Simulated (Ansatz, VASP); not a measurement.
**MgBeS3: VASP beside Ansatz**

The input INCAR:

```
PREC = Accurate
ENCUT = 750
EDIFF = 1E-6
ISMEAR = 0
SIGMA = 0.2
LREAL = F
LASPH = T
NELM = 120
ALGO = Normal
ISIF = 2
LWAVE = F
LCHARG = F
GGA = PE
NBANDS = 41
GGA_COMPAT = F
```

KPOINTS

```
regular mesh
0
Gamma
  6 6 2
```

File POSCAR:

```
MgBeS3
1.0
    3.7607716987      0.0000000000      0.0000000000
   -1.8803858493      3.2569238289      0.0000000000
    0.0000000000      0.0000000000     14.9252470806
Mg Be S
2 2 6
Direct
    0.3333333333      0.6666666667      0.8436985655
    0.6666666667      0.3333333333      0.1563014345
    0.3333333333      0.6666666667      0.3784382917
    0.6666666667      0.3333333333      0.6215617083
    0.0000000000      0.0000000000      0.0697707022
    0.0000000000      1.0000000000      0.9302292978
    0.3333333333      0.6666666667      0.2488377897
    0.6666666667      0.3333333333      0.7511622103
    0.0000000000      0.0000000000      0.4259219893
    0.0000000000      1.0000000000      0.5740780107
```

Input for Ansatz:

```yaml
crystal:
  lattice:
    - [3.7607716987, 0.0, 0.0]
    - [-1.8803858493, 3.2569238289, 0.0]
    - [0.0, 0.0, 14.9252470806]
  atoms:
    - { symbol: Mg, position: [0.3333333333, 0.6666666667, 0.8436985655] }
    - { symbol: Mg, position: [0.6666666667, 0.3333333333, 0.1563014345] }
    - { symbol: Be, position: [0.3333333333, 0.6666666667, 0.3784382917] }
    - { symbol: Be, position: [0.6666666667, 0.3333333333, 0.6215617083] }
    - { symbol: S, position: [0.0, 0.0, 0.0697707022] }
    - { symbol: S, position: [0.0, 1.0, 0.9302292978] }
    - { symbol: S, position: [0.3333333333, 0.6666666667, 0.2488377897] }
    - { symbol: S, position: [0.6666666667, 0.3333333333, 0.7511622103] }
    - { symbol: S, position: [0.0, 0.0, 0.4259219893] }
    - { symbol: S, position: [0.0, 1.0, 0.5740780107] }
basis:
  ecutwfc: 420
kpoints:
  mp_grid: { grid: [6, 6, 2] }
hamiltonian:
  xc: pbe
scf:
  occupations: { method: gaussian, width: 0.2 }
  lower_state_search: "off"
output:
  forces: true
  stress: true
  eigenvalues: true
```

Alike in both runs: task single point; functional PBE; k mesh 6 × 6 × 2; occupations gaussian, width 0.2 eV; no spin polarisation.

```csv
,VASP,Ansatz
version,VASP 6.6.1,Ansatz 0.2.0
potentials or method,"VASP PAW PBE potentials, release 64 (Mg_sv, Be, S), cutoff 750 eV","scalar-relativistic, plane waves, PAW"
valence electrons in the cell,60,60
```

```tsv
	VASP	Ansatz	Ansatz less VASP
gap on the k mesh at the Fermi level (eV)	0.27	0.26	-0.008
least direct gap on the mesh (eV)	0.30	0.29	-0.008
pressure (GPa)	-0.2	0.0	+0.22
traceless stress, the component that is largest in VASP (GPa)	0.02	0.26	+0.248
rms of the force components (eV/Å)	0.053	0.039	-0.0141
```

Atom by atom the forces differ by 0.036 eV/Å (rms over components). With one functional, cell and mesh, what is left measures potentials, basis and numerics.
